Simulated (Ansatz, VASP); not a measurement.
Hf5H in VASP and in Ansatz

The input INCAR:

```
SYSTEM = Hf5H
PREC = Accurate
ENCUT = 520
EDIFF = 1E-7
ISMEAR = 0
SIGMA = 0.1
LREAL = .False.
LASPH = .True.
NELM = 60
ALGO = Normal
ISIF = 2
LWAVE = .False.
LCHARG = .False.
LDIPOL = .True.
IDIPOL = 3
DIPOL = 0.5 0.5 0.319
GGA = PE
IVDW = 12
NBANDS = 34
```

File KPOINTS:

```
Automatic mesh
0
Gamma
  6 6 1
  0 0 0
```

Contents of POSCAR:

```
Hf5H
1.0
    4.9564149667      0.0000000000      0.0000000000
   -2.4782074834      4.2923812729      0.0000000000
    0.0000000000      0.0000000000     21.1328376004
Hf H
5 1
Direct
    0.6666666667      0.3333333333      0.1892788879
    0.3333333333      0.6666666667      0.2371533849
    0.0000000000      0.0000000000      0.2763383880
    0.6666666667      0.3333333333      0.3164267596
    0.3333333333      0.6666666667      0.3706476976
    0.7777777778      0.8888888889      0.5268027802
```

Input for Ansatz:

```yaml
crystal:
  lattice:
    - [4.9564149667, 0.0, 0.0]
    - [-2.4782074834, 4.2923812729, 0.0]
    - [0.0, 0.0, 21.1328376004]
  atoms:
    - { symbol: Hf, position: [0.6666666667, 0.3333333333, 0.1892788879] }
    - { symbol: Hf, position: [0.3333333333, 0.6666666667, 0.2371533849] }
    - { symbol: Hf, position: [0.0, 0.0, 0.276338388] }
    - { symbol: Hf, position: [0.6666666667, 0.3333333333, 0.3164267596] }
    - { symbol: Hf, position: [0.3333333333, 0.6666666667, 0.3706476976] }
    - { symbol: H, position: [0.7777777778, 0.8888888889, 0.5268027802] }
basis:
  ecutwfc: 420
kpoints:
  mp_grid: { grid: [6, 6, 1] }
hamiltonian:
  xc: pbe
  dispersion: d3bj
scf:
  occupations: { method: gaussian, width: 0.1 }
output:
  forces: true
  eigenvalues: true
efield:
  axis: 3
  dipole_correction: true
  ramp_width: 0.04
```

Alike in both runs: task single point; functional PBE; dispersion D3(BJ); k mesh 6 × 6 × 1; occupations gaussian, width 0.1 eV; no spin polarisation.

|  | VASP | Ansatz |
| --- | --- | --- |
| version | VASP 6.6.1 | Ansatz 0.2.0 |
| potentials or method | VASP PAW PBE potentials, release 64 (Hf_pv, H), cutoff 520 eV | scalar-relativistic, plane waves, PAW |
| valence electrons in the cell | 51 | 131 |

```tsv
	VASP	Ansatz	Ansatz less VASP
gap on the k mesh at the Fermi level (eV)	none	none	-
rms of the force components (eV/Å)	0.399	0.409	+0.0097
```

Atom by atom the forces differ by 0.033 eV/Å (rms over components). A gap of «none» marks a metal or a gap that the smearing closes. VASP's potentials hold 51 valence electrons a cell and Ansatz's 131, so a difference there can come from the potentials and not from the codes.

Spin-orbit coupling is off throughout.
